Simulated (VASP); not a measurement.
A run of VASP 6.6.1 is set up as follows.

Contents of POSCAR:

```
Sr
1.0
    4.3100002207      0.0000000000      0.0000000000
   -2.1550001104      3.7325696814      0.0000000000
    0.0000000000      0.0000000000      7.3320000000
Sr
2
Direct
    0.3333333333      0.6666666667      0.2500000000
    0.6666666667      0.3333333333      0.7500000000
```

File INCAR.step1:

```
SYSTEM = Sr
PREC = Accurate
ENCUT = 520
ISMEAR = 0
SIGMA = 0.15
LREAL = .False.
LASPH = .True.
NELM = 100
NBANDS = 17
GGA = PE
ALGO = Normal
EDIFF = 1E-4
LWAVE = .True.
LCHARG = .False.
```

File INCAR.step2:

```
SYSTEM = Sr
PREC = Accurate
ENCUT = 520
EDIFF = 1E-6
ISMEAR = 0
SIGMA = 0.15
LREAL = .False.
LASPH = .True.
NELM = 100
ALGO = Normal
ISIF = 2
LWAVE = .False.
LCHARG = .True.
METAGGA = R2SCAN
LMIXTAU = .True.
LELF = .True.
LVHAR = .True.
NBANDS = 17
ISTART = 1
```

Contents of KPOINTS:

```
regular mesh
0
Gamma
  12 12 8
  0 0 0
```

Potentials or basis: VASP PAW PBE potentials, release 64 (Sr_sv).

Run with:

```console
$ cat potpaw_PBE.64/Sr_sv/POTCAR > POTCAR
$ cp INCAR.step1 INCAR
$ mpirun -np 1 vasp_std > vasp.out
$ cp INCAR.step2 INCAR
$ mpirun -np 1 vasp_std > vasp.out
```

**Question.** What does it give for the pressure?

**Answer.** -0.4 GPa.

**Question.** What does it give for the band gap on the k mesh?

**Answer.** Zero (bands 10 and 11 overlap by 0.50 eV).

Stress tensor (GPa, compression positive):
```
-0.12  0.00  0.00
 0.00 -0.12  0.00
 0.00  0.00 -0.86
```

Caveat: the cell differs from its parent crystal (strain +0.000 along x and y, +0.040 along z); the PAW data sets were made with another functional, which shifts forces and pressure a little.
